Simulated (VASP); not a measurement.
A run of VASP 6.6.1:

INCAR

```
SYSTEM = Pb
ALGO = Normal ; DIPOL = 0.5 0.5 0.448
EDIFF = 1E-6 ; ENCUT = 520
GGA = PE ; IDIPOL = 3
ISIF = 2 ; ISMEAR = 0
IVDW = 12 ; LASPH = .True.
LCHARG = .False. ; LDIPOL = .True.
LREAL = .False. ; LWAVE = .False.
NBANDS = 96 ; NELM = 60
PREC = Accurate ; SIGMA = 0.1
```

KPOINTS

```
k-points
0
Gamma
  3 3 1
  0 0 0
```

Contents of POSCAR:

```
Pb
1.0
    7.0141808633      0.0000000000      0.0000000000
    0.0000000000      7.0141808633      0.0000000000
    0.0000000000      0.0000000000     23.6721748529
Pb
12
Direct
    0.2500000000      0.2500000000      0.3379495146
    0.2500000000      0.7500000000      0.3379495146
    0.7500000000      0.2500000000      0.3379495146
    0.7500000000      0.7500000000      0.3379495146
    0.4992013904      0.4981116822      0.4464692346
    0.5067858872     -0.0050016737      0.4502555285
   -0.0013065846      0.4932611495      0.4506158469
    0.0057921826     -0.0036248249      0.4397239378
    0.7146716039      0.7168701567      0.5595791108
    0.8267068067      0.1763012654      0.5650480923
    0.1971209147      0.7880471694      0.5578864127
    0.2891881878      0.2675137641      0.5580290248
```

Potentials or basis: VASP PAW PBE potentials, release 64 (Pb_d).

Run with:

```bash
$ cat potpaw_PBE.64/Pb_d/POTCAR > POTCAR
$ mpirun -np 1 vasp_std > vasp.out
```

Hardware: 1 thread of Intel Xeon 8259CL, with other jobs on the host.

Question: Estimate the wall time of this run.

Answer: Run time: 51 min on 1 thread of Intel Xeon 8259CL, on a shared host, peak memory 1.1 GiB. Counts: scf iterations 26, k points 5.
